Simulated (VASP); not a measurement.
# ZrB (Fm-3m) in VASP: further runs, part 2 of 2

VASP 6.6.1. The steps go on from the part before.

### Step 3. Single point, PBE+D4

This run uses another cell than the first one, of 15.12 Å³/atom, 1.020 times its volume.

INCAR reads:

```
SYSTEM = ZrB
ALGO = Normal
EDIFF = 1E-6
ENCUT = 520
GGA = PE
ISIF = 2
ISMEAR = 1
IVDW = 13
LASPH = .TRUE.
LCHARG = .FALSE.
LREAL = .FALSE.
LWAVE = .FALSE.
NBANDS = 14
NELM = 60
PREC = Accurate
SIGMA = 0.1
```

KPOINTS reads:

```
k-points
0
G
  10 10 10
  0 0 0
```

POSCAR reads:

```
ZrB
1.0
    0.0000000000      2.4725874939      2.4725874939
    2.4725874939      0.0000000000      2.4725874939
    2.4725874939      2.4725874939      0.0000000000
Zr B
1 1
Direct
    0.5000000000      0.5000000000      0.5000000000
    0.0000000000      0.0000000000      0.0000000000
```

Potentials or basis: VASP PAW PBE potentials, release 64 (Zr_sv, B).

On the command line:

```bash
$ cat potpaw_PBE.64/Zr_sv/POTCAR potpaw_PBE.64/B/POTCAR > POTCAR
$ mpirun -np 1 vasp_std > vasp.out
```

OUTCAR:

```text
SYSTEM = ZrB
   EDIFF = 1E-6
   ENCUT = 520
   GGA = PE
   ISIF = 2
   ISMEAR = 1
   IVDW = 13
   LASPH = .TRUE.
   LREAL = .FALSE.
   NELM = 60
   PREC = Accurate

 ion  position               nearest neighbor table
   1  0.500  0.500  0.500-   2 2.47   2 2.47   2 2.47   2 2.47   2 2.47   2 2.47
   2  0.000  0.000  0.000-   1 2.47   1 2.47   1 2.47   1 2.47   1 2.47   1 2.47

  LATTYP: Found a face centered cubic cell.
 ALAT       =     4.9451749878

  Lattice vectors:

 A1 = (   0.0000000000,   2.4725874939,   2.4725874939)
 A2 = (   2.4725874939,   0.0000000000,   2.4725874939)
 A3 = (   2.4725874939,   2.4725874939,   0.0000000000)

Analysis of symmetry for initial positions (statically):
=====================================================================
 Subroutine PRICEL returns:
 Original cell was already a primitive cell.

 Routine SETGRP: Setting up the symmetry group for a
 face centered cubic supercell.

 Subroutine GETGRP returns: Found 48 space group operations
 (whereof 48 operations were pure point group operations)
 out of a pool of 48 trial point group operations.

The static configuration has the point symmetry O_h .

Analysis of symmetry for dynamics (positions and initial velocities):
=====================================================================
 Subroutine PRICEL returns:
 Original cell was already a primitive cell.

 Routine SETGRP: Setting up the symmetry group for a
 face centered cubic supercell.

 Subroutine GETGRP returns: Found 48 space group operations
 (whereof 48 operations were pure point group operations)
 out of a pool of 48 trial point group operations.

The dynamic configuration has the point symmetry O_h .

 Subroutine INISYM returns: Found 48 space group operations
 (whereof 48 operations are pure point group operations),
 and found     1 'primitive' translations

----------------------------------------------------------------------------------------

                                     Primitive cell

  volume of cell :      30.2333

  direct lattice vectors                    reciprocal lattice vectors
     0.000000000  2.472587494  2.472587494    -0.202217313  0.202217313  0.202217313
     2.472587494  0.000000000  2.472587494     0.202217313 -0.202217313  0.202217313
     2.472587494  2.472587494  0.000000000     0.202217313  0.202217313 -0.202217313

  length of vectors
     3.496766768  3.496766768  3.496766768     0.350250661  0.350250661  0.350250661

  position of ions in fractional coordinates (direct lattice)
     0.500000000  0.500000000  0.500000000
     0.000000000  0.000000000  0.000000000

  ion indices of the primitive-cell ions
   primitive index   ion index
                 1           1
                 2           2

----------------------------------------------------------------------------------------

 KPOINTS: k-points

Automatic generation of k-mesh.
 Grid dimensions read from file:
 generate k-points for:   10   10   10

 Generating k-lattice:

  Cartesian coordinates                     Fractional coordinates (reciprocal lattice)
    -0.020221731  0.020221731  0.020221731     0.100000000  0.000000000  0.000000000
     0.020221731 -0.020221731  0.020221731     0.000000000  0.100000000  0.000000000
     0.020221731  0.020221731 -0.020221731     0.000000000  0.000000000  0.100000000

  Length of vectors
     0.035025066  0.035025066  0.035025066

[... 39 lines left out ...]
   dimension x,y,z NGXF=    56 NGYF=   56 NGZF=   56
   ions per type =               1   1
   NGX,Y,Z   is equivalent  to a cutoff of  13.31, 13.31, 13.31 a.u.
   NGXF,Y,Z  is equivalent  to a cutoff of  26.62, 26.62, 26.62 a.u.
 SYSTEM =  ZrB
   PREC   = accura    normal or accurate (medium, high low for compatibility)
   ISTART =      0    job   : 0-new  1-cont  2-samecut
   ICHARG =      2    charge: 1-file 2-atom 10-const
   ISPIN  =      1    spin polarized calculation?
   LNONCOLLINEAR =      F non collinear calculations
   LSORBIT =      F    spin-orbit coupling
   LASPH  =      T    aspherical Exc in radial PAW
   ENCUT  =  520.0 eV  38.22 Ry    6.18 a.u.   6.50  6.50  6.50*2*pi/ulx,y,z
   NELM   =     60;   NELMIN=  2; NELMDL= -5     # of ELM steps
   EDIFF  = 0.1E-05   stopping-criterion for ELM
   LREAL  =      F    real-space projection
   EDIFFG = 0.1E-04   stopping-criterion for IOM
   NSW    =      0    number of steps for IOM
   IBRION =     -1    ionic relax: 0-MD 1-quasi-New 2-CG
   NFREE  =      0    steps in history (QN), initial steepest desc. (CG)
   ISIF   =      2    stress and relaxation
   ISYM   =      2    0-nonsym 1-usesym 2-fastsym
   POTIM  = 0.5000    time-step for ionic-motion
   TEBEG  =    0.0;   TEEND  =   0.0 temperature during run
   PSTRESS=    0.0 pullay stress
   NELECT =      15.0000    total number of electrons
   NUPDOWN=      -1.0000    fix difference up-down
   EMIN   =  10.00;   EMAX   =-10.00  energy-range for DOS
   EFERMI =   0.00;   METHOD = LEGACY
   ISMEAR =     1;   SIGMA  =   0.10  broadening in eV -4-tet -1-fermi 0-gaus
   EFERMI_NEDOS =   21; number of points for ismear=-14 and -15
   IALGO  =     38    algorithm
   IMIX   =      4    mixing-type and parameters
     AMIX     =   0.40;   BMIX     =  1.00
     AMIX_MAG =   1.60;   BMIX_MAG =  1.00
  volume/ion in A,a.u.               =      15.12       102.01
  Fermi-wavevector in a.u.,A,eV,Ry     =   1.296016  2.449114 22.853115  1.679657
  Thomas-Fermi vector in A             =   2.427499
   LORBIT       =      0    0 simple, 1 ext, 2 COOP (PROOUT), +10 PAW based schemes
   GGA     = PE    functional components
   LHFCALC =     F    Hartree Fock is set to
   AEXX    =    0.0000 exact exchange contribution
   IVDW    =    13    specifies the selected vdW correction
   LEPSILON=     F    determine dielectric tensor
   LRPA    =     F    only Hartree local field effects (RPA)
 non-spin polarized calculation
 Methfessel and Paxton  Order N= 1 SIGMA  =   0.10
  energy-cutoff  :      520.00
  volume of cell :       30.23
 maximum number of plane-waves:       869
 NGX is ok and might be reduce to    28
   NGX = 13   NGY = 13   NGZ = 13

 number of electron      15.0000000 magnetization

 Free energy of the ion-electron system (eV)
  ---------------------------------------------------
  ext. energy  EPLUGINS =         0.00000000
  ---------------------------------------------------
  free energy    TOTEN  =       -15.99027190 eV

  energy without entropy =      -15.98912424  energy(sigma->0) =      -15.98988935

 E-fermi :   7.2112     XC(G=0): -11.3612

 val. band max:        7.1724262378   @ k =   0.5000   0.3000   0.1000
 cond. band min:       7.2164884344   @ k =  -0.2000   0.1000   0.0000
 fundamental gap:      0.0440621966
 Fermi energy:         7.2111795636

 k-point     1 :       0.0000    0.0000    0.0000
  band No.  band energies     occupation
      1     -40.3721      2.00000
      2     -18.2056      2.00000
      3     -18.2056      2.00000
      4     -18.2056      2.00000
      5      -0.7610      2.00000
      6       8.9371     -0.00000
      7       8.9371     -0.00000
      8       8.9371     -0.00000
      9      10.2760      0.00000
     10      10.2760      0.00000
     11      10.5866      0.00000
     12      10.5866      0.00000
     13      10.5866      0.00000
     14      17.8806      0.00000
[... 377 lines left out ...]
      1     -40.3171      2.00000
      2     -18.5663      2.00000
      3     -18.3523      2.00000
      4     -18.3373      2.00000
      5       1.2871      2.00000
      6       5.5123      2.00000
      7       6.7044      2.00000
      8       8.2966     -0.00000
      9       8.9935     -0.00000
     10      11.7730      0.00000
     11      13.0554      0.00000
     12      13.2948      0.00000
     13      16.5261      0.00000
     14      18.6690      0.00000

 [... further k-points ...]

------------------------ aborting loop because EDIFF is reached ----------------------------------------

  DFT-D4 for vdW energy calculation

  Edisp (eV):   -0.51742

  FORCE on cell =-STRESS in cart. coord.  units (eV):
  Direction    XX          YY          ZZ          XY          YZ          ZX
  --------------------------------------------------------------------------------------
  -------------------------------------------------------------------------------------
  Total      -1.30612    -1.30612    -1.30612     0.00000     0.00000    -0.00000
  in kB     -69.21651   -69.21651   -69.21651     0.00000     0.00000    -0.00000
  external pressure =      -69.22 kB  Pullay stress =        0.00 kB

 VOLUME and BASIS-vectors are now :
 -----------------------------------------------------------------------------
  energy-cutoff  :      520.00
  volume of cell :       30.23
      direct lattice vectors                 reciprocal lattice vectors
     0.000000000  2.472587494  2.472587494    -0.202217313  0.202217313  0.202217313
     2.472587494  0.000000000  2.472587494     0.202217313 -0.202217313  0.202217313
     2.472587494  2.472587494  0.000000000     0.202217313  0.202217313 -0.202217313

 POSITION                                       TOTAL-FORCE (eV/Angst)
 -----------------------------------------------------------------------------------
      2.47259      2.47259      2.47259         0.000000      0.000000      0.000000
      0.00000      0.00000      0.00000        -0.000000     -0.000000     -0.000000
 -----------------------------------------------------------------------------------
    total drift:                                0.000000      0.000000      0.000000

  FREE ENERGIE OF THE ION-ELECTRON SYSTEM (eV)
  ---------------------------------------------------
  free  energy   TOTEN  =       -16.5076954992 eV

  energy  without entropy=      -16.5065478334  energy(sigma->0) =      -16.50731294
```

stdout:

```text
POSCAR found type information on POSCAR ZrB
 POSCAR found :  2 types and       2 ions
 scaLAPACK will be used
 LDA part: xc-table for (Slater+PW92), standard interpolation
 POSCAR, INCAR and KPOINTS ok, starting setup
 FFT: planning ... GRIDC
 FFT: planning ... GRID_SOFT
 FFT: planning ... GRID
 WAVECAR not read
 entering main loop
```

It took 37 s on 1 thread of Intel Xeon 8259CL, shared host; peak memory 0.17 GiB.

Results:

| Property | Result |
| --- | --- |
| Free energy | -16.5077 eV |
| Pressure | -6.9 GPa |
| Dispersion energy per atom | -0.259 eV |

Caveat: pairwise dispersion overbinds metals, which lowers pressure and volume.
